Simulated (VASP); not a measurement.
# HfW (F-43m) in VASP: single point with PBE

Aim: the single point of HfW with PBE.

All numbers are computed with VASP 6.6.1; they aren't measurements. Logs are shortened: lines on timing, memory, paths and dates and some standing lists are left out, and cuts for length are marked.

## (1) The cell of the first run

It takes space group F-43m (No. 216, cubic). The conventional cell has a = 5.861 Å, b = 5.861 Å, c = 5.861 Å, α = 90.00°, β = 90.00°, γ = 90.00°. Hf (site symmetry -43m) has 4 W at 2.54 Å within 3.3 Å. W (site symmetry -43m) has 4 Hf at 2.54 Å within 3.3 Å.

## (2) Single point, PBE

INCAR

```
  PREC = Accurate
  ENCUT = 500
  EDIFF = 1E-6
  ISMEAR = 0
  SIGMA = 0.1
  LREAL = False
  LASPH = True
  NELM = 120
  ALGO = Normal
  ISIF = 2
  LWAVE = False
  LCHARG = False
  GGA = PE
  NBANDS = 19
  GGA_COMPAT = False
```

KPOINTS

```
Automatic mesh
0
Gamma
  6 6 6
```

POSCAR

```
HfW
1.0
    0.0000000000      2.9304303300      2.9304303300
    2.9304303300      0.0000000000      2.9304303300
    2.9304303300      2.9304303300      0.0000000000
Hf W
1 1
Direct
    0.7500000000      0.7500000000      0.7500000000
    0.0000000000      0.0000000000      0.0000000000
```

Potentials or basis: VASP PAW PBE potentials, release 64 (Hf_pv, W_sv).

Command:

```console
$ cat potpaw_PBE.64/Hf_pv/POTCAR potpaw_PBE.64/W_sv/POTCAR > POTCAR
$ mpirun -np 1 vasp_std > vasp.out
```

OUTCAR:

```text
PREC = Accurate
   ENCUT = 500
   EDIFF = 1E-6
   ISMEAR = 0
   LREAL = False
   LASPH = True
   NELM = 120
   ISIF = 2
   GGA = PE

 ion  position               nearest neighbor table
   1  0.750  0.750  0.750-   2 2.54   2 2.54   2 2.54   2 2.54
   2  0.000  0.000  0.000-   1 2.54   1 2.54   1 2.54   1 2.54

  LATTYP: Found a face centered cubic cell.
 ALAT       =     5.8608606600

  Lattice vectors:

 A1 = (   0.0000000000,   2.9304303300,   2.9304303300)
 A2 = (   2.9304303300,   0.0000000000,   2.9304303300)
 A3 = (   2.9304303300,   2.9304303300,   0.0000000000)

Analysis of symmetry for initial positions (statically):
=====================================================================
 Subroutine PRICEL returns:
 Original cell was already a primitive cell.

 Routine SETGRP: Setting up the symmetry group for a
 face centered cubic supercell.

 Subroutine GETGRP returns: Found 24 space group operations
 (whereof 24 operations were pure point group operations)
 out of a pool of 48 trial point group operations.

The static configuration has the point symmetry T_d .

Analysis of symmetry for dynamics (positions and initial velocities):
=====================================================================
 Subroutine PRICEL returns:
 Original cell was already a primitive cell.

 Routine SETGRP: Setting up the symmetry group for a
 face centered cubic supercell.

 Subroutine GETGRP returns: Found 24 space group operations
 (whereof 24 operations were pure point group operations)
 out of a pool of 48 trial point group operations.

The dynamic configuration has the point symmetry T_d .

 Subroutine INISYM returns: Found 24 space group operations
 (whereof 24 operations are pure point group operations),
 and found     1 'primitive' translations

----------------------------------------------------------------------------------------

                                     Primitive cell

  volume of cell :      50.3297

  direct lattice vectors                    reciprocal lattice vectors
     0.000000000  2.930430330  2.930430330    -0.170623405  0.170623405  0.170623405
     2.930430330  0.000000000  2.930430330     0.170623405 -0.170623405  0.170623405
     2.930430330  2.930430330  0.000000000     0.170623405  0.170623405 -0.170623405

  length of vectors
     4.144254316  4.144254316  4.144254316     0.295528406  0.295528406  0.295528406

  position of ions in fractional coordinates (direct lattice)
     0.750000000  0.750000000  0.750000000
     0.000000000  0.000000000  0.000000000

  ion indices of the primitive-cell ions
   primitive index   ion index
                 1           1
                 2           2

----------------------------------------------------------------------------------------

 KPOINTS: Automatic mesh

Automatic generation of k-mesh.
 Grid dimensions read from file:
 generate k-points for:    6    6    6

 Generating k-lattice:

  Cartesian coordinates                     Fractional coordinates (reciprocal lattice)
    -0.028437234  0.028437234  0.028437234     0.166666667  0.000000000  0.000000000
     0.028437234 -0.028437234  0.028437234     0.000000000  0.166666667  0.000000000
     0.028437234  0.028437234 -0.028437234     0.000000000  0.000000000  0.166666667

  Length of vectors
     0.049254734  0.049254734  0.049254734

  Shift w.r.t. Gamma in fractional coordinates (k-lattice)
     0.000000000  0.000000000  0.000000000

 Subroutine IBZKPT returns following result:
 ===========================================

 Found     16 irreducible k-points:

 Following reciprocal coordinates:
            Coordinates               Weight
  0.000000  0.000000  0.000000      1.000000
  0.166667  0.000000  0.000000      8.000000
  0.333333  0.000000  0.000000      8.000000
  0.500000  0.000000  0.000000      4.000000
  0.166667  0.166667  0.000000      6.000000
  0.333333  0.166667  0.000000     24.000000
[... 8 lines left out ...]
 -0.333333  0.333333  0.166667     24.000000
 -0.333333  0.500000  0.166667     12.000000
   k-points           NKPTS =     16   k-points in BZ     NKDIM =     16   number of bands    NBANDS=     19
   number of dos      NEDOS =    301   number of ions     NIONS =      2
   total plane-waves  NPLWV =  27000
   dimension x,y,z NGX =    30 NGY =   30 NGZ =   30
   dimension x,y,z NGXF=    60 NGYF=   60 NGZF=   60
   ions per type =               1   1
   NGX,Y,Z   is equivalent  to a cutoff of  12.03, 12.03, 12.03 a.u.
   NGXF,Y,Z  is equivalent  to a cutoff of  24.07, 24.07, 24.07 a.u.
 SYSTEM =  unknown system
   PREC   = accura    normal or accurate (medium, high low for compatibility)
   ISTART =      0    job   : 0-new  1-cont  2-samecut
   ICHARG =      2    charge: 1-file 2-atom 10-const
   ISPIN  =      1    spin polarized calculation?
   LNONCOLLINEAR =      F non collinear calculations
   LSORBIT =      F    spin-orbit coupling
   LASPH  =      T    aspherical Exc in radial PAW
   ENCUT  =  500.0 eV  36.75 Ry    6.06 a.u.   7.56  7.56  7.56*2*pi/ulx,y,z
   NELM   =    120;   NELMIN=  2; NELMDL= -5     # of ELM steps
   EDIFF  = 0.1E-05   stopping-criterion for ELM
   LREAL  =      F    real-space projection
   EDIFFG = 0.1E-04   stopping-criterion for IOM
   NSW    =      0    number of steps for IOM
   IBRION =     -1    ionic relax: 0-MD 1-quasi-New 2-CG
   NFREE  =      0    steps in history (QN), initial steepest desc. (CG)
   ISIF   =      2    stress and relaxation
   ISYM   =      2    0-nonsym 1-usesym 2-fastsym
   POTIM  = 0.5000    time-step for ionic-motion
   TEBEG  =    0.0;   TEEND  =   0.0 temperature during run
   PSTRESS=    0.0 pullay stress
   NELECT =      24.0000    total number of electrons
   NUPDOWN=      -1.0000    fix difference up-down
   EMIN   =  10.00;   EMAX   =-10.00  energy-range for DOS
   EFERMI =   0.00;   METHOD = LEGACY
   ISMEAR =     0;   SIGMA  =   0.10  broadening in eV -4-tet -1-fermi 0-gaus
   EFERMI_NEDOS =   21; number of points for ismear=-14 and -15
   IALGO  =     38    algorithm
   IMIX   =      4    mixing-type and parameters
     AMIX     =   0.40;   BMIX     =  1.00
     AMIX_MAG =   1.60;   BMIX_MAG =  1.00
  volume/ion in A,a.u.               =      25.16       169.82
  Fermi-wavevector in a.u.,A,eV,Ry     =   1.279000  2.416959 22.256965  1.635841
  Thomas-Fermi vector in A             =   2.411510
   LORBIT       =      0    0 simple, 1 ext, 2 COOP (PROOUT), +10 PAW based schemes
   GGA     = PE    functional components
   LHFCALC =     F    Hartree Fock is set to
   AEXX    =    0.0000 exact exchange contribution
   IVDW    =     0    specifies the selected vdW correction
   LEPSILON=     F    determine dielectric tensor
   LRPA    =     F    only Hartree local field effects (RPA)
 non-spin polarized calculation
 Gauss-broadening in eV      SIGMA  =   0.10
  energy-cutoff  :      500.00
  volume of cell :       50.33
 maximum number of plane-waves:      1303
   NGX = 15   NGY = 15   NGZ = 15

 number of electron      23.9999998 magnetization

 Free energy of the ion-electron system (eV)
  ---------------------------------------------------
  ext. energy  EPLUGINS =         0.00000000
  ---------------------------------------------------
  free energy    TOTEN  =       -16.87713529 eV

  energy without entropy =      -16.85241810  energy(sigma->0) =      -16.86477670

 E-fermi :   4.0362     XC(G=0): -10.5332

 val. band max:        4.0328147067   @ k =   0.3333   0.0000   0.0000
 cond. band min:       4.0700215388   @ k =  -0.3333   0.5000   0.1667
 fundamental gap:      0.0372068320
 Fermi energy:         4.0362351037

 k-point     1 :       0.0000    0.0000    0.0000
  band No.  band energies     occupation
      1     -68.7348      2.00000
      2     -33.1251      2.00000
      3     -33.1251      2.00000
      4     -33.1251      2.00000
      5     -25.5811      2.00000
      6     -25.5811      2.00000
[... 11 lines left out ...]
     18      10.9907      0.00000
     19      14.2669      0.00000

 k-point     2 :       0.1667    0.0000    0.0000
  band No.  band energies     occupation
      1     -68.7353      2.00000
      2     -33.1291      2.00000
      3     -33.1291      2.00000
      4     -33.1251      2.00000
      5     -25.5868      2.00000
      6     -25.5739      2.00000
[... 11 lines left out ...]
     18      10.8318      0.00000
     19      14.0151      0.00000

 k-point     3 :       0.3333    0.0000    0.0000
  band No.  band energies     occupation
      1     -68.7360      2.00000
      2     -33.1369      2.00000
      3     -33.1369      2.00000
      4     -33.1253      2.00000
      5     -25.5974      2.00000
      6     -25.5596      2.00000
[... 11 lines left out ...]
     18      10.3429      0.00000
     19      11.5416      0.00000

 k-point     4 :       0.5000    0.0000    0.0000
  band No.  band energies     occupation
      1     -68.7363      2.00000
      2     -33.1408      2.00000
      3     -33.1408      2.00000
      4     -33.1254      2.00000
      5     -25.6021      2.00000
      6     -25.5525      2.00000
[... 11 lines left out ...]
     18       9.8328      0.00000
     19       9.8328      0.00000

 k-point     5 :       0.1667    0.1667    0.0000
  band No.  band energies     occupation
      1     -68.7354      2.00000
      2     -33.1340      2.00000
      3     -33.1340      2.00000
      4     -33.1178      2.00000
      5     -25.6004      2.00000
      6     -25.5657      2.00000
[... 11 lines left out ...]
     18      11.1130      0.00000
     19      13.9476      0.00000

 k-point     6 :       0.3333    0.1667    0.0000
  band No.  band energies     occupation
      1     -68.7360      2.00000
      2     -33.1450      2.00000
      3     -33.1424      2.00000
      4     -33.1116      2.00000
      5     -25.6143      2.00000
      6     -25.5517      2.00000
[... 11 lines left out ...]
     18      10.8867      0.00000
     19      12.5373      0.00000

 k-point     7 :       0.5000    0.1667    0.0000
  band No.  band energies     occupation
      1     -68.7364      2.00000
      2     -33.1564      2.00000
      3     -33.1458      2.00000
      4     -33.1073      2.00000
      5     -25.6187      2.00000
      6     -25.5442      2.00000
[... 11 lines left out ...]
     18       9.9249      0.00000
     19      10.1325      0.00000

 k-point     8 :      -0.3333    0.1667    0.0000
  band No.  band energies     occupation
      1     -68.7363      2.00000
      2     -33.1566      2.00000
      3     -33.1409      2.00000
      4     -33.1095      2.00000
      5     -25.6132      2.00000
      6     -25.5524      2.00000
[... 11 lines left out ...]
     18      10.7334      0.00000
     19      10.7815      0.00000

 k-point     9 :      -0.1667    0.1667    0.0000
  band No.  band energies     occupation
      1     -68.7357      2.00000
      2     -33.1437      2.00000
      3     -33.1325      2.00000
      4     -33.1176      2.00000
      5     -25.6001      2.00000
      6     -25.5672      2.00000
[... 11 lines left out ...]
     18      11.1123      0.00000
     19      13.7095      0.00000

 k-point    10 :       0.3333    0.3333    0.0000
  band No.  band energies     occupation
      1     -68.7363      2.00000
      2     -33.1517      2.00000
      3     -33.1517      2.00000
      4     -33.1032      2.00000
      5     -25.6381      2.00000
      6     -25.5348      2.00000
[... 11 lines left out ...]
     18      10.6535      0.00000
     19      12.3833      0.00000

 k-point    11 :       0.5000    0.3333    0.0000
  band No.  band energies     occupation
      1     -68.7367      2.00000
      2     -33.1625      2.00000
      3     -33.1556      2.00000
      4     -33.0963      2.00000
      5     -25.6448      2.00000
      6     -25.5276      2.00000
[... 11 lines left out ...]
     18      10.1395      0.00000
     19      10.4887      0.00000

 k-point    12 :      -0.3333    0.3333    0.0000
  band No.  band energies     occupation
      1     -68.7367      2.00000
      2     -33.1683      2.00000
      3     -33.1502      2.00000
      4     -33.0960      2.00000
      5     -25.6334      2.00000
      6     -25.5364      2.00000
[... 11 lines left out ...]
     18      10.1954      0.00000
     19      10.7773      0.00000

 k-point    13 :       0.5000    0.5000    0.0000
  band No.  band energies     occupation
      1     -68.7369      2.00000
      2     -33.1605      2.00000
      3     -33.1605      2.00000
      4     -33.0959      2.00000
      5     -25.6565      2.00000
      6     -25.5194      2.00000
[... 11 lines left out ...]
     18      10.0181      0.00000
     19      10.1879      0.00000

 k-point    14 :       0.5000    0.3333    0.1667
  band No.  band energies     occupation
      1     -68.7364      2.00000
      2     -33.1598      2.00000
      3     -33.1485      2.00000
      4     -33.1011      2.00000
      5     -25.6287      2.00000
      6     -25.5426      2.00000
[... 11 lines left out ...]
     18      10.7488      0.00000
     19      11.2367      0.00000

 k-point    15 :      -0.3333    0.3333    0.1667
  band No.  band energies     occupation
      1     -68.7367      2.00000
      2     -33.1661      2.00000
      3     -33.1530      2.00000
      4     -33.0954      2.00000
      5     -25.6332      2.00000
      6     -25.5384      2.00000
[... 11 lines left out ...]
     18      10.0852      0.00000
     19      10.1158      0.00000

 k-point    16 :      -0.3333    0.5000    0.1667
  band No.  band energies     occupation
      1     -68.7368      2.00000
      2     -33.1647      2.00000
      3     -33.1606      2.00000
      4     -33.0917      2.00000
      5     -25.6452      2.00000
      6     -25.5304      2.00000
[... 11 lines left out ...]
     18      10.0417      0.00000
     19      10.0528      0.00000

------------------------ aborting loop because EDIFF is reached ----------------------------------------

  FORCE on cell =-STRESS in cart. coord.  units (eV):
  Direction    XX          YY          ZZ          XY          YZ          ZX
  --------------------------------------------------------------------------------------
  -------------------------------------------------------------------------------------
  Total        3.4882328      3.4882328      3.4882328     -0.0000000     -0.0000000      0.0000000
  in kB      111.0431700    111.0431700    111.0431700     -0.0000000     -0.0000000      0.0000000
  external PRESSURE =     111.0431700 kB  Pullay stress =       0.0000000 kB

 VOLUME and BASIS-vectors are now :
 -----------------------------------------------------------------------------
  energy-cutoff  :      500.00
  volume of cell :       50.33
      direct lattice vectors                 reciprocal lattice vectors
     0.000000000  2.930430330  2.930430330    -0.170623405  0.170623405  0.170623405
     2.930430330  0.000000000  2.930430330     0.170623405 -0.170623405  0.170623405
     2.930430330  2.930430330  0.000000000     0.170623405  0.170623405 -0.170623405

 POSITION                                       TOTAL-FORCE (eV/Angst)
 -----------------------------------------------------------------------------------
      4.39565      4.39565      4.39565         0.000000      0.000000     -0.000000
      0.00000      0.00000      0.00000        -0.000000     -0.000000      0.000000
 -----------------------------------------------------------------------------------
    total drift:                                0.000000      0.000000     -0.000000

  FREE ENERGIE OF THE ION-ELECTRON SYSTEM (eV)
  ---------------------------------------------------
  free  energy   TOTEN  =       -16.8771352942 eV

  energy  without entropy=      -16.8524180988  energy(sigma->0) =      -16.86477670
```

Wall time 9.5 s (1 thread of Intel Xeon Platinum 8375C at 2.90GHz (Ice Lake), shared host); peak memory 0.17 GiB.

Results:

```
Free energy            : -16.8771 eV
Pressure               : 11.1 GPa
Band gap on the k mesh : zero (bands 12 and 13 overlap by 0.48 eV)
```

Caveat: the cell stands under pressure; spin-orbit coupling is left out, which moves the levels of the heavy elements.

The gap in the log of VASP goes by the Fermi energy; the results here count the filled bands.